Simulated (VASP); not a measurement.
Wanted: the native input for a VASP 6.6.1 run.

```
Task                   : single point
Functional             : r2SCAN
Potentials or basis    : VASP PAW PBE potentials, release 64 (Rh_pv)
Cutoff                 : 520 eV
k mesh                 : 15 × 15 × 15
Occupations            : fermi-dirac, width 0.1 eV
Spin                   : no spin polarisation
Dipole correction      : no
Further INCAR settings : ALGO = Normal; EDIFF = 1e-06; NBANDS = 14
```

Crystal: Rh.

```xyz
1
Lattice="0.0000 1.8629 1.8629 1.8629 0.0000 1.8629 1.8629 1.8629 0.0000" Properties=species:S:1:pos:R:3 pbc="T T T"
Rh    0.0000    0.0000    0.0000
```

These files were run (other wordings do the same):

POSCAR

```
Rh
1.0
    0.0000000000      1.8629413960      1.8629413960
    1.8629413960      0.0000000000      1.8629413960
    1.8629413960      1.8629413960      0.0000000000
Rh
1
Direct
    0.0000000000      0.0000000000      0.0000000000
```

INCAR.step1

```
PREC = Accurate
ENCUT = 520
ISMEAR = -1
SIGMA = 0.1
LREAL = F
LASPH = T
NELM = 80
NBANDS = 14
GGA = PE
ALGO = Normal
EDIFF = 1E-4
LWAVE = T
LCHARG = F
```

INCAR.step2

```
PREC = Accurate
ENCUT = 520
EDIFF = 1E-6
ISMEAR = -1
SIGMA = 0.1
LREAL = F
LASPH = T
NELM = 80
ALGO = Normal
ISIF = 2
LWAVE = F
LCHARG = F
METAGGA = R2SCAN
LMIXTAU = T
NBANDS = 14
ISTART = 1
```

KPOINTS

```
regular mesh
0
Gamma
  15 15 15
```

Potentials or basis: VASP PAW PBE potentials, release 64 (Rh_pv).

Run with:

```bash
$ cat potpaw_PBE.64/Rh_pv/POTCAR > POTCAR
$ cp INCAR.step1 INCAR
$ mpirun -np 1 vasp_std > vasp.out
$ cp INCAR.step2 INCAR
$ mpirun -np 1 vasp_std > vasp.out
```

Results of the run:

* Pressure: 21.3 GPa

Caveat: the PAW data sets were made with another functional, which shifts forces and pressure a little.

It took 29 s on 1 thread of Intel(R) Xeon(R) 6975P-C (Granite Rapids), on a shared host, peak memory 0.14 GiB.
